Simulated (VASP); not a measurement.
# HfB2 (P6/mmm) in VASP: a series of runs

The runs below take HfB2 through single point, with PBE.

All numbers are computed with VASP 6.6.1; they aren't measurements. Logs are shortened: lines on timing, memory, paths and dates and some standing lists are left out, and cuts for length are marked.

### 1 The cell of the first run

The structure is hexagonal, space group P6/mmm (No. 191). The conventional cell has a = 3.140 Å, b = 3.140 Å, c = 3.480 Å, α = 90.00°, β = 90.00°, γ = 120.00°. Within 3.3 Å of Hf (site symmetry 6/mmm) lie 12 B at 2.51 Å and 6 Hf at 3.14 Å. Within 2.4 Å of B (site symmetry -6m2) lie 3 B at 1.81 Å.

### 2 Single point, PBE

File INCAR:

```
ALGO = Normal
EDIFF = 1E-6
ENCUT = 500
GGA = PE
GGA_COMPAT = F
ISIF = 2
ISMEAR = 1
LASPH = T
LCHARG = F
LREAL = F
LWAVE = F
NBANDS = 15
NELM = 120
PREC = Accurate
SIGMA = 0.1
```

File KPOINTS:

```
k-points
0
Gamma
  12 12 10
```

File POSCAR:

```
HfB2
1.0
    3.1400000000      0.0000000000      0.0000000000
   -1.5700000000      2.7193197679      0.0000000000
    0.0000000000      0.0000000000      3.4800000000
Hf B
1 2
Direct
    0.0000000000      0.0000000000      0.0000000000
    0.3333333333      0.6666666667      0.5000000000
    0.6666666667      0.3333333333      0.5000000000
```

Potentials or basis: VASP PAW PBE potentials, release 64 (Hf_pv, B).

Started as:

```
> cat potpaw_PBE.64/Hf_pv/POTCAR potpaw_PBE.64/B/POTCAR > POTCAR
> mpirun -np 1 vasp_std > vasp.out
```

OUTCAR:

```text
EDIFF = 1E-6
   ENCUT = 500
   GGA = PE
   ISIF = 2
   ISMEAR = 1
   LASPH = T
   LREAL = F
   NELM = 120
   PREC = Accurate

 ion  position               nearest neighbor table
   1  0.000  0.000  0.000-   2 2.51   3 2.51   2 2.51   3 2.51   3 2.51   3 2.51   2 2.51   2 2.51
                             3 2.51   3 2.51   2 2.51   2 2.51
   2  0.333  0.667  0.500-   3 1.81   3 1.81   3 1.81   1 2.51   1 2.51   1 2.51   1 2.51   1 2.51
                             1 2.51
   3  0.667  0.333  0.500-   2 1.81   2 1.81   2 1.81   1 2.51   1 2.51   1 2.51   1 2.51   1 2.51
                             1 2.51

  LATTYP: Found a hexagonal cell.
 ALAT       =     3.1400000000
 C/A-ratio  =     1.1082802548

  Lattice vectors:

 A1 = (   3.1400000000,   0.0000000000,   0.0000000000)
 A2 = (  -1.5700000000,   2.7193197679,   0.0000000000)
 A3 = (   0.0000000000,   0.0000000000,   3.4800000000)

Analysis of symmetry for initial positions (statically):
=====================================================================
 Subroutine PRICEL returns:
 Original cell was already a primitive cell.

 Routine SETGRP: Setting up the symmetry group for a
 hexagonal supercell.

 Subroutine GETGRP returns: Found 24 space group operations
 (whereof 24 operations were pure point group operations)
 out of a pool of 24 trial point group operations.

The static configuration has the point symmetry D_6h.

Analysis of symmetry for dynamics (positions and initial velocities):
=====================================================================
 Subroutine PRICEL returns:
 Original cell was already a primitive cell.

 Routine SETGRP: Setting up the symmetry group for a
 hexagonal supercell.

 Subroutine GETGRP returns: Found 24 space group operations
 (whereof 24 operations were pure point group operations)
 out of a pool of 24 trial point group operations.

The dynamic configuration has the point symmetry D_6h.

 Subroutine INISYM returns: Found 24 space group operations
 (whereof 24 operations are pure point group operations),
 and found     1 'primitive' translations

----------------------------------------------------------------------------------------

                                     Primitive cell

  volume of cell :      29.7146

  direct lattice vectors                    reciprocal lattice vectors
[... 98 lines left out ...]
   TEBEG  =    0.0;   TEEND  =   0.0 temperature during run
   PSTRESS=    0.0 pullay stress
   NELECT =      16.0000    total number of electrons
   NUPDOWN=      -1.0000    fix difference up-down
   EMIN   =  10.00;   EMAX   =-10.00  energy-range for DOS
   EFERMI =   0.00;   METHOD = LEGACY
   ISMEAR =     1;   SIGMA  =   0.10  broadening in eV -4-tet -1-fermi 0-gaus
   EFERMI_NEDOS =   21; number of points for ismear=-14 and -15
   IALGO  =     38    algorithm
   IMIX   =      4    mixing-type and parameters
     AMIX     =   0.40;   BMIX     =  1.00
     AMIX_MAG =   1.60;   BMIX_MAG =  1.00
  volume/ion in A,a.u.               =       9.90        66.84
  Fermi-wavevector in a.u.,A,eV,Ry     =   1.331860  2.516850 24.134693  1.773850
  Thomas-Fermi vector in A             =   2.460838
   LORBIT       =      0    0 simple, 1 ext, 2 COOP (PROOUT), +10 PAW based schemes
   GGA     = PE    functional components
   LHFCALC =     F    Hartree Fock is set to
   AEXX    =    0.0000 exact exchange contribution
   IVDW    =     0    specifies the selected vdW correction
   LEPSILON=     F    determine dielectric tensor
   LRPA    =     F    only Hartree local field effects (RPA)
 non-spin polarized calculation
 Methfessel and Paxton  Order N= 1 SIGMA  =   0.10
  energy-cutoff  :      500.00
  volume of cell :       29.71
 maximum number of plane-waves:       770
 NGX is ok and might be reduce to    24
   NGX = 11   NGY = 11   NGZ = 13

 number of electron      15.9999998 magnetization

 Free energy of the ion-electron system (eV)
  ---------------------------------------------------
  ext. energy  EPLUGINS =         0.00000000
  ---------------------------------------------------
  free energy    TOTEN  =       -26.40115960 eV

  energy without entropy =      -26.40067948  energy(sigma->0) =      -26.40099956

 E-fermi :   7.8351     XC(G=0): -12.5967

 val. band max:        7.8299492452   @ k =   0.0833   0.0000   0.3000
 cond. band min:       7.8884444665   @ k =   0.0833   0.0833   0.3000
 fundamental gap:      0.0584952213
 Fermi energy:         7.8351413229

 k-point     1 :       0.0000    0.0000    0.0000
  band No.  band energies     occupation
      1     -22.9640      2.00000
      2     -22.4675      2.00000
      3     -22.4675      2.00000
      4      -6.0830      2.00000
      5       4.6669      2.00000
      6       4.7733      2.00000
      7       4.7733      2.00000
      8       4.8896      2.00000
      9      11.6965      0.00000
     10      11.6965      0.00000
     11      12.3312      0.00000
     12      12.3312      0.00000
     13      12.6626      0.00000
     14      12.6626      0.00000
[... 401 lines left out ...]
      2     -22.8882      2.00000
      3     -22.5978      2.00000
      4      -3.8569      2.00000
      5       0.7361      2.00000
      6       3.7632      2.00000
      7       4.2820      2.00000
      8       5.2656      2.00000
      9       9.9083      0.00000
     10      10.7097      0.00000
     11      11.1232      0.00000
     12      12.5836      0.00000
     13      14.2805      0.00000
     14      16.0619      0.00000
     15      18.5996      0.00000

 [... further k-points ...]

------------------------ aborting loop because EDIFF is reached ----------------------------------------

  FORCE on cell =-STRESS in cart. coord.  units (eV):
  Direction    XX          YY          ZZ          XY          YZ          ZX
  --------------------------------------------------------------------------------------
  -------------------------------------------------------------------------------------
  Total        0.1648480      0.1648480      0.2163524      0.0000000     -0.0000000     -0.0000000
  in kB        8.8884294      8.8884294     11.6654942      0.0000000     -0.0000000     -0.0000000
  external PRESSURE =       9.8141177 kB  Pullay stress =       0.0000000 kB

 VOLUME and BASIS-vectors are now :
 -----------------------------------------------------------------------------
  energy-cutoff  :      500.00
  volume of cell :       29.71
      direct lattice vectors                 reciprocal lattice vectors
     3.140000000  0.000000000  0.000000000     0.318471338  0.183869512  0.000000000
    -1.570000000  2.719319768  0.000000000     0.000000000  0.367739025  0.000000000
     0.000000000  0.000000000  3.480000000     0.000000000  0.000000000  0.287356322

 POSITION                                       TOTAL-FORCE (eV/Angst)
 -----------------------------------------------------------------------------------
      0.00000      0.00000      0.00000        -0.000000      0.000000      0.000000
     -0.00000      1.81288      1.74000        -0.000000      0.000000      0.000000
      1.57000      0.90644      1.74000         0.000000     -0.000000      0.000000
 -----------------------------------------------------------------------------------
    total drift:                               -0.000000      0.000000      0.000000

  FREE ENERGIE OF THE ION-ELECTRON SYSTEM (eV)
  ---------------------------------------------------
  free  energy   TOTEN  =       -26.4011595982 eV

  energy  without entropy=      -26.4006794750  energy(sigma->0) =      -26.40099956
```

OSZICAR:

```text
N       E                     dE             d eps       ncg     rms          rms(c)
DAV:   1     0.264222484093E+02    0.26422E+02   -0.77684E+03  3428   0.979E+02
DAV:   2    -0.272907782376E+02   -0.53713E+02   -0.50287E+02  4500   0.212E+02
DAV:   3    -0.287703318555E+02   -0.14796E+01   -0.14731E+01  4498   0.261E+01
DAV:   4    -0.287766587264E+02   -0.63269E-02   -0.63261E-02  3966   0.206E+00
DAV:   5    -0.287766962683E+02   -0.37542E-04   -0.37538E-04  4526   0.141E-01    0.525E+01
DAV:   6    -0.265163140283E+02    0.22604E+01   -0.27565E+00  4099   0.120E+01    0.385E+01
DAV:   7    -0.264679016964E+02    0.48412E-01   -0.96464E-01  4372   0.712E+00    0.117E+01
DAV:   8    -0.264056150855E+02    0.62287E-01   -0.23945E-01  3994   0.369E+00    0.165E+00
DAV:   9    -0.264013002988E+02    0.43148E-02   -0.19102E-02  3959   0.111E+00    0.362E-01
DAV:  10    -0.264011549541E+02    0.14534E-03   -0.72829E-04  4386   0.222E-01    0.264E-01
DAV:  11    -0.264011620787E+02   -0.71246E-05   -0.48591E-05  4085   0.526E-02    0.100E-01
DAV:  12    -0.264011594884E+02    0.25902E-05   -0.33785E-06  4064   0.134E-02    0.140E-02
DAV:  13    -0.264011595982E+02   -0.10973E-06   -0.18551E-07  1885   0.360E-03
   1 F= -.26401160E+02 E0= -.26401000E+02  d E =-.480123E-03
```

stdout:

```text
POSCAR found type information on POSCAR HfB
 POSCAR found :  2 types and       3 ions
 scaLAPACK will be used
 LDA part: xc-table for (Slater+PW92), standard interpolation
 POSCAR, INCAR and KPOINTS ok, starting setup
 FFT: planning ... GRIDC
 FFT: planning ... GRID_SOFT
 FFT: planning ... GRID
 WAVECAR not read
 entering main loop
```

Wall time 91 s (1 thread of AMD EPYC 7R43 (Zen 3), shared host); peak memory 0.14 GiB.

What came out:

* Free energy: -26.4012 eV
* Pressure: 1.0 GPa
* Band gap on the k mesh: zero (bands 8 and 9 overlap by 1.31 eV)

Stress tensor (GPa, compression positive):
```
0.89 0.00 0.00
0.00 0.89 0.00
0.00 0.00 1.17
```

Levels at points of the mesh, in eV from the Fermi level:
```csv
k point,band 6,band 7,band 8,band 9,band 10,band 11
"(0.00, 0.00, 0.00)",-3.06,-3.06,-2.95,3.86,3.86,4.50
"(0.50, 0.00, 0.00)",-4.29,-3.60,-3.03,1.94,2.56,5.41
"(0.00, 0.00, 0.50)",-1.36,-1.36,0.15,0.15,0.84,0.84
"(0.50, 0.00, 0.50)",-5.13,-4.87,-2.84,3.84,3.99,6.09
```

Caveat: spin-orbit coupling is left out, which moves the levels of the heavy elements.

### 3 Single point, PBE

File INCAR:

```
  PREC = Accurate
  ENCUT = 500
  EDIFF = 1E-6
  ISMEAR = 1
  SIGMA = 0.05
  LREAL = F
  LASPH = T
  NELM = 120
  ALGO = Normal
  ISIF = 2
  LWAVE = F
  LCHARG = T
  GGA = PE
  LELF = T
  LVHAR = T
  NBANDS = 15
  GGA_COMPAT = F
```

File KPOINTS:

```
regular mesh
0
Gamma
  12 12 10
```

POSCAR is that of step 2.

Potentials or basis: VASP PAW PBE potentials, release 64 (Hf_pv, B).

Started as:

```
> cat potpaw_PBE.64/Hf_pv/POTCAR potpaw_PBE.64/B/POTCAR > POTCAR
> mpirun -np 1 vasp_std > vasp.out
```

Wall time 91 s (1 thread of AMD EPYC 7R43 (Zen 3), shared host); peak memory 0.14 GiB.

The run converged. Its results:

- Free energy: -26.4010 eV
- Pressure: 1.0 GPa
- Band gap on the k mesh: zero (bands 8 and 9 overlap by 1.31 eV)

Stress tensor (GPa, compression positive):
```
0.92 0.00 0.00
0.00 0.92 0.00
0.00 0.00 1.09
```

Levels at points of the mesh, in eV from the Fermi level:
```tsv
k point	band 6	band 7	band 8	band 9	band 10	band 11
(0.00, 0.00, 0.00)	-3.07	-3.07	-2.95	3.85	3.85	4.49
(0.50, 0.00, 0.00)	-4.30	-3.61	-3.04	1.93	2.56	5.40
(0.00, 0.00, 0.50)	-1.37	-1.37	0.15	0.15	0.83	0.83
(0.50, 0.00, 0.50)	-5.14	-4.88	-2.84	3.83	3.99	6.08
```

Caveat: spin-orbit coupling is left out, which moves the levels of the heavy elements.
